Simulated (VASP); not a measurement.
# NaI (Fm-3m) in VASP: notebook, part 2 of 2

VASP 6.6.1. Earlier steps stand in the parts before.

### 4 Electric field gradients, PBE (33.22 Å³/atom)

This run uses another cell than the first one, of 33.22 Å³/atom.

INCAR

```
SYSTEM = NaI
ALGO = Normal
EDIFF = 1E-8
ENCUT = 520
GGA = PE
ISIF = 2
ISMEAR = -1
LASPH = .True.
LCHARG = .False.
LEFG = .True.
LREAL = .False.
LWAVE = .False.
NBANDS = 14
NELM = 100
PREC = Accurate
SIGMA = 0.02
```

KPOINTS

```
k-points
0
Gamma
  8 8 8
  0 0 0
```

POSCAR

```
NaI
1.0
    0.0000000000      3.2146785402      3.2146785402
    3.2146785402      0.0000000000      3.2146785402
    3.2146785402      3.2146785402      0.0000000000
Na I
1 1
Direct
    0.0000000000      0.0000000000      0.0000000000
    0.5000000000      0.5000000000      0.5000000000
```

Potentials or basis: VASP PAW PBE potentials, release 64 (Na_pv, I).

Command:

```console
$ cat potpaw_PBE.64/Na_pv/POTCAR potpaw_PBE.64/I/POTCAR > POTCAR
$ mpirun -np 1 vasp_std > vasp.out
```

OUTCAR:

```text
SYSTEM = NaI
   EDIFF = 1E-8
   ENCUT = 520
   GGA = PE
   ISIF = 2
   ISMEAR = -1
   LASPH = .True.
   LREAL = .False.
   NELM = 100
   PREC = Accurate

 ion  position               nearest neighbor table
   1  0.000  0.000  0.000-
   2  0.500  0.500  0.500-

  LATTYP: Found a face centered cubic cell.
 ALAT       =     6.4293570804

  Lattice vectors:

 A1 = (   0.0000000000,   3.2146785402,   3.2146785402)
 A2 = (   3.2146785402,   0.0000000000,   3.2146785402)
 A3 = (   3.2146785402,   3.2146785402,   0.0000000000)

Analysis of symmetry for initial positions (statically):
=====================================================================
 Subroutine PRICEL returns:
 Original cell was already a primitive cell.

 Routine SETGRP: Setting up the symmetry group for a
 face centered cubic supercell.

 Subroutine GETGRP returns: Found 48 space group operations
 (whereof 48 operations were pure point group operations)
 out of a pool of 48 trial point group operations.

The static configuration has the point symmetry O_h .

Analysis of symmetry for dynamics (positions and initial velocities):
=====================================================================
 Subroutine PRICEL returns:
 Original cell was already a primitive cell.

 Routine SETGRP: Setting up the symmetry group for a
 face centered cubic supercell.

 Subroutine GETGRP returns: Found 48 space group operations
 (whereof 48 operations were pure point group operations)
 out of a pool of 48 trial point group operations.

The dynamic configuration has the point symmetry O_h .
[... 163 lines left out ...]
      8       4.6444      0.00000
      9       8.8783      0.00000
     10       8.8783      0.00000
     11       8.8783      0.00000
     12      10.7299      0.00000
     13      10.7299      0.00000
     14      11.3983      0.00000
[... 377 lines left out ...]
      1     -21.4719      2.00000
      2     -21.4689      2.00000
      3     -21.4680      2.00000
      4      -9.7432      2.00000
      5      -1.0227      2.00000
      6       0.0023      2.00000
      7       0.4435      2.00000
      8       7.1087      0.00000
      9       7.2785      0.00000
     10       9.2565      0.00000
     11       9.2951      0.00000
     12      11.4951      0.00000
     13      12.4904      0.00000
     14      13.7207      0.00000

 [... further k-points ...]
[... 5 lines left out ...]
  --------------------------------------------------------------------------------------
  -------------------------------------------------------------------------------------
  Total        0.3293887      0.3293887      0.3293887      0.0000000      0.0000000      0.0000000
  in kB        7.9428546      7.9428546      7.9428546      0.0000000      0.0000000      0.0000000
  external PRESSURE =       7.9428546 kB  Pullay stress =       0.0000000 kB

 VOLUME and BASIS-vectors are now :
 -----------------------------------------------------------------------------
  energy-cutoff  :      520.00
  volume of cell :       66.44
      direct lattice vectors                 reciprocal lattice vectors
     0.000000000  3.214678540  3.214678540    -0.155536547  0.155536547  0.155536547
     3.214678540  0.000000000  3.214678540     0.155536547 -0.155536547  0.155536547
     3.214678540  3.214678540  0.000000000     0.155536547  0.155536547 -0.155536547

 POSITION                                       TOTAL-FORCE (eV/Angst)
 -----------------------------------------------------------------------------------
      0.00000      0.00000      0.00000         0.000000     -0.000000     -0.000000
      3.21468      3.21468      3.21468         0.000000      0.000000      0.000000
 -----------------------------------------------------------------------------------
    total drift:                                0.000000      0.000000      0.000000

  FREE ENERGIE OF THE ION-ELECTRON SYSTEM (eV)
  ---------------------------------------------------
  free  energy   TOTEN  =        -5.3798459163 eV

  energy  without entropy=       -5.3798459163  energy(sigma->0) =       -5.37984592

 Electric field gradients (V/A^2)
---------------------------------------------------------------------
 ion       V_xx      V_yy      V_zz      V_xy      V_xz      V_yz
---------------------------------------------------------------------
   1      -0.000    -0.000    -0.000     0.003     0.003     0.003
   2      -0.000     0.000     0.000    -0.000    -0.000    -0.000
---------------------------------------------------------------------

 Electric field gradients after diagonalization (V/A^2)
 (convention: |V_zz| > |V_xx| > |V_yy|)
----------------------------------------------------------------------
 ion       V_xx      V_yy      V_zz     asymmetry (V_yy - V_xx)/ V_zz
----------------------------------------------------------------------
   1      -0.003    -0.003     0.007       0.000
   2       0.000     0.000    -0.000       0.000
----------------------------------------------------------------------

           NMR quadrupolar parameters

 Cq : quadrupolar parameter    Cq=e*Q*V_zz/h
 eta: asymmetry parameters     (V_yy - V_xx)/ V_zz
 Q  : nuclear electric quadrupole moment in mb (millibarn)
----------------------------------------------------------------------
 ion       Cq(MHz)       eta       Q (mb)
----------------------------------------------------------------------
   1       0.000       0.000       1.000
   2      -0.000       0.000       1.000
----------------------------------------------------------------------
```

OSZICAR:

```text
N       E                     dE             d eps       ncg     rms          rms(c)
DAV:   1     0.837475075922E+02    0.83748E+02   -0.66838E+03   812   0.901E+02
DAV:   2     0.104107587461E+01   -0.82706E+02   -0.76835E+02   848   0.221E+02
DAV:   3    -0.529823248393E+01   -0.63393E+01   -0.62999E+01  1076   0.604E+01
DAV:   4    -0.544163445198E+01   -0.14340E+00   -0.14336E+00  1006   0.939E+00
DAV:   5    -0.544480425079E+01   -0.31698E-02   -0.31698E-02  1098   0.136E+00    0.165E+00
DAV:   6    -0.538614548976E+01    0.58659E-01   -0.67584E-02   968   0.152E+00    0.112E+00
DAV:   7    -0.537789634338E+01    0.82491E-02   -0.62938E-02  1022   0.130E+00    0.607E-01
DAV:   8    -0.537986620516E+01   -0.19699E-02   -0.51657E-03   938   0.570E-01    0.179E-01
DAV:   9    -0.537983104374E+01    0.35161E-04   -0.21243E-04   974   0.127E-01    0.372E-02
DAV:  10    -0.537984471059E+01   -0.13667E-04   -0.34858E-05   944   0.602E-02    0.109E-02
DAV:  11    -0.537984557683E+01   -0.86624E-06   -0.41752E-06  1028   0.198E-02    0.186E-03
DAV:  12    -0.537984588039E+01   -0.30356E-06   -0.54689E-07   950   0.495E-03    0.968E-04
DAV:  13    -0.537984591436E+01   -0.33966E-07   -0.12142E-08  1074   0.974E-04    0.367E-04
DAV:  14    -0.537984591630E+01   -0.19402E-08   -0.88632E-09   956   0.604E-04
   1 F= -.53798459E+01 E0= -.53798459E+01  d E =-.541383E-11
```

stdout:

```text
POSCAR found type information on POSCAR NaI
 POSCAR found :  2 types and       2 ions
 scaLAPACK will be used
 LDA part: xc-table for (Slater+PW92), standard interpolation
 POSCAR, INCAR and KPOINTS ok, starting setup
 FFT: planning ... GRIDC
 FFT: planning ... GRID_SOFT
 FFT: planning ... GRID
 WAVECAR not read
 entering main loop
ion   1

ion   2
```

Wall time 55 s (1 thread of Intel Xeon 8259CL, shared host); peak memory 0.21 GiB.

Results:

| Quantity | Value |
| --- | --- |
| Free energy | -5.3798 eV |
| Pressure | 0.8 GPa |
| Band gap on the k mesh | 3.70 eV |
| Largest electric field gradient by atom | under 0.05 V/Å² on every atom |

Caveat: spin-orbit coupling is left out, which moves the levels of the heavy elements.

### 5 Electric field gradients, PBE

This run uses another cell than the first one, of 33.90 Å³/atom.

INCAR

```
PREC = Accurate
ENCUT = 520
EDIFF = 1E-8
ISMEAR = -1
SIGMA = 0.02
LREAL = F
LASPH = T
NELM = 60
ALGO = Normal
ISIF = 2
LWAVE = F
LCHARG = F
GGA = PE
LEFG = T
NBANDS = 14
```

KPOINTS

```
Automatic mesh
0
Gamma
  8 8 8
```

POSCAR

```
NaI
1.0
    0.0000000000      3.2364000000      3.2364000000
    3.2364000000      0.0000000000      3.2364000000
    3.2364000000      3.2364000000      0.0000000000
Na I
1 1
Direct
    0.0000000000      0.0000000000      0.0000000000
    0.5000000000      0.5000000000      0.5000000000
```

Potentials or basis: VASP PAW PBE potentials, release 64 (Na_pv, I).

Command:

```console
$ cat potpaw_PBE.64/Na_pv/POTCAR potpaw_PBE.64/I/POTCAR > POTCAR
$ mpirun -np 1 vasp_std > vasp.out
```

OUTCAR:

```text
PREC = Accurate
   ENCUT = 520
   EDIFF = 1E-8
   ISMEAR = -1
   LREAL = F
   LASPH = T
   NELM = 60
   ISIF = 2
   GGA = PE

 ion  position               nearest neighbor table
   1  0.000  0.000  0.000-
   2  0.500  0.500  0.500-

  LATTYP: Found a face centered cubic cell.
 ALAT       =     6.4728000000

  Lattice vectors:

 A1 = (   0.0000000000,   3.2364000000,   3.2364000000)
 A2 = (   3.2364000000,   0.0000000000,   3.2364000000)
 A3 = (   3.2364000000,   3.2364000000,   0.0000000000)

Analysis of symmetry for initial positions (statically):
=====================================================================
 Subroutine PRICEL returns:
 Original cell was already a primitive cell.

 Routine SETGRP: Setting up the symmetry group for a
 face centered cubic supercell.

 Subroutine GETGRP returns: Found 48 space group operations
 (whereof 48 operations were pure point group operations)
 out of a pool of 48 trial point group operations.

The static configuration has the point symmetry O_h .

Analysis of symmetry for dynamics (positions and initial velocities):
=====================================================================
 Subroutine PRICEL returns:
 Original cell was already a primitive cell.

 Routine SETGRP: Setting up the symmetry group for a
 face centered cubic supercell.

 Subroutine GETGRP returns: Found 48 space group operations
 (whereof 48 operations were pure point group operations)
 out of a pool of 48 trial point group operations.

The dynamic configuration has the point symmetry O_h .

[... 162 lines left out ...]
      8       4.4474      0.00000
      9       8.7362      0.00000
     10       8.7362      0.00000
     11       8.7362      0.00000
     12      10.5544      0.00000
     13      10.5544      0.00000
     14      11.2425      0.00000
[... 377 lines left out ...]
      1     -21.6366      2.00000
      2     -21.6338      2.00000
      3     -21.6330      2.00000
      4      -9.8549      2.00000
      5      -1.0993      2.00000
      6      -0.1041      2.00000
      7       0.3213      2.00000
      8       6.9431      0.00000
      9       7.1033      0.00000
     10       9.0721      0.00000
     11       9.0810      0.00000
     12      11.2964      0.00000
     13      12.2497      0.00000
     14      13.5082      0.00000

 [... further k-points ...]
[... 5 lines left out ...]
  --------------------------------------------------------------------------------------
  -------------------------------------------------------------------------------------
  Total        0.1823661      0.1823661      0.1823661      0.0000000      0.0000000     -0.0000000
  in kB        4.3096114      4.3096114      4.3096114      0.0000000      0.0000000     -0.0000000
  external PRESSURE =       4.3096114 kB  Pullay stress =       0.0000000 kB

 VOLUME and BASIS-vectors are now :
 -----------------------------------------------------------------------------
  energy-cutoff  :      520.00
  volume of cell :       67.80
      direct lattice vectors                 reciprocal lattice vectors
     0.000000000  3.236400000  3.236400000    -0.154492646  0.154492646  0.154492646
     3.236400000  0.000000000  3.236400000     0.154492646 -0.154492646  0.154492646
     3.236400000  3.236400000  0.000000000     0.154492646  0.154492646 -0.154492646

 POSITION                                       TOTAL-FORCE (eV/Angst)
 -----------------------------------------------------------------------------------
      0.00000      0.00000      0.00000        -0.000000      0.000000      0.000000
      3.23640      3.23640      3.23640         0.000000     -0.000000     -0.000000
 -----------------------------------------------------------------------------------
    total drift:                                0.000000      0.000000      0.000000

  FREE ENERGIE OF THE ION-ELECTRON SYSTEM (eV)
  ---------------------------------------------------
  free  energy   TOTEN  =        -5.3850649757 eV

  energy  without entropy=       -5.3850649757  energy(sigma->0) =       -5.38506498

 Electric field gradients (V/A^2)
---------------------------------------------------------------------
 ion       V_xx      V_yy      V_zz      V_xy      V_xz      V_yz
---------------------------------------------------------------------
   1       0.000     0.000     0.000     0.003     0.003     0.003
   2      -0.000     0.000     0.000    -0.000    -0.000    -0.000
---------------------------------------------------------------------

 Electric field gradients after diagonalization (V/A^2)
 (convention: |V_zz| > |V_xx| > |V_yy|)
----------------------------------------------------------------------
 ion       V_xx      V_yy      V_zz     asymmetry (V_yy - V_xx)/ V_zz
----------------------------------------------------------------------
   1      -0.003    -0.003     0.007       0.000
   2       0.000     0.000    -0.001       0.000
----------------------------------------------------------------------

           NMR quadrupolar parameters

 Cq : quadrupolar parameter    Cq=e*Q*V_zz/h
 eta: asymmetry parameters     (V_yy - V_xx)/ V_zz
 Q  : nuclear electric quadrupole moment in mb (millibarn)
----------------------------------------------------------------------
 ion       Cq(MHz)       eta       Q (mb)
----------------------------------------------------------------------
   1       0.000       0.000       1.000
   2      -0.000       0.000       1.000
----------------------------------------------------------------------
```

OSZICAR:

```text
N       E                     dE             d eps       ncg     rms          rms(c)
DAV:   1     0.820256460720E+02    0.82026E+02   -0.65817E+03   812   0.897E+02
DAV:   2     0.988385022112E+00   -0.81037E+02   -0.75888E+02   854   0.218E+02
DAV:   3    -0.529585185593E+01   -0.62842E+01   -0.62458E+01  1064   0.597E+01
DAV:   4    -0.544953702192E+01   -0.15369E+00   -0.15365E+00  1034   0.951E+00
DAV:   5    -0.545270691891E+01   -0.31699E-02   -0.31699E-02  1078   0.128E+00    0.162E+00
DAV:   6    -0.539163515129E+01    0.61072E-01   -0.70860E-02  1004   0.155E+00    0.110E+00
DAV:   7    -0.538301151742E+01    0.86236E-02   -0.64638E-02  1016   0.130E+00    0.612E-01
DAV:   8    -0.538508549993E+01   -0.20740E-02   -0.53596E-03   968   0.577E-01    0.179E-01
DAV:   9    -0.538504958790E+01    0.35912E-04   -0.21037E-04   944   0.125E-01    0.396E-02
DAV:  10    -0.538506366930E+01   -0.14081E-04   -0.35824E-05   968   0.604E-02    0.103E-02
DAV:  11    -0.538506460946E+01   -0.94016E-06   -0.40786E-06  1022   0.193E-02    0.185E-03
DAV:  12    -0.538506493598E+01   -0.32652E-06   -0.55144E-07   980   0.504E-03    0.987E-04
DAV:  13    -0.538506497230E+01   -0.36317E-07   -0.11284E-08  1044   0.883E-04    0.360E-04
DAV:  14    -0.538506497573E+01   -0.34315E-08   -0.93862E-09   956   0.594E-04
   1 F= -.53850650E+01 E0= -.53850650E+01  d E =-.102683E-11
```

Wall time 55 s (1 thread of Intel Xeon 8259CL, shared host); peak memory 0.21 GiB.

What came out:

- Free energy: -5.3851 eV
- Pressure: 0.4 GPa
- Band gap on the k mesh: 3.64 eV
- Largest electric field gradient by atom: under 0.05 V/Å² on every atom

Levels at points of the mesh, in eV from the valence-band top:
| k point | band 3 | band 4 | band 5 | band 6 | band 7 | band 8 | band 9 | band 10 | band 11 | band 12 |
| --- | --- | --- | --- | --- | --- | --- | --- | --- | --- | --- |
| (0.00, 0.00, 0.00) | -22.44 | -11.02 | 0.00 | 0.00 | 0.00 | 3.64 | 7.93 | 7.93 | 7.93 | 9.75 |
| (0.50, 0.00, 0.00) | -22.44 | -10.70 | -2.18 | -0.28 | -0.28 | 5.09 | 7.44 | 7.44 | 8.73 | 10.31 |
| (0.50, 0.50, 0.00) | -22.44 | -10.63 | -1.90 | -0.74 | -0.74 | 4.49 | 5.56 | 9.87 | 11.30 | 11.30 |

Caveat: spin-orbit coupling is left out, which moves the levels of the heavy elements.

### 6 Overview

```tsv
cell	gap on the mesh (eV)	pressure (GPa)
a = 4.484 Å, angles 60.0°, 2 atoms	3.81	1.6
a = 4.546 Å, angles 60.0°, 2 atoms	3.70	0.8
a = 4.577 Å, angles 60.0°, 2 atoms	3.64	0.4
```

Alike in all rows: task electric field gradients; level PBE; potentials or basis VASP PAW PBE potentials, release 64 (Na_pv, I); no spin polarisation; k mesh 8 × 8 × 8; cutoff (eV) 520; smearing fermi-dirac 0.02 eV.

Caveats: spin-orbit coupling is left out, which moves the levels of the heavy elements.

Total energies depend on the potentials used, so only differences within one code and one set of settings carry meaning.
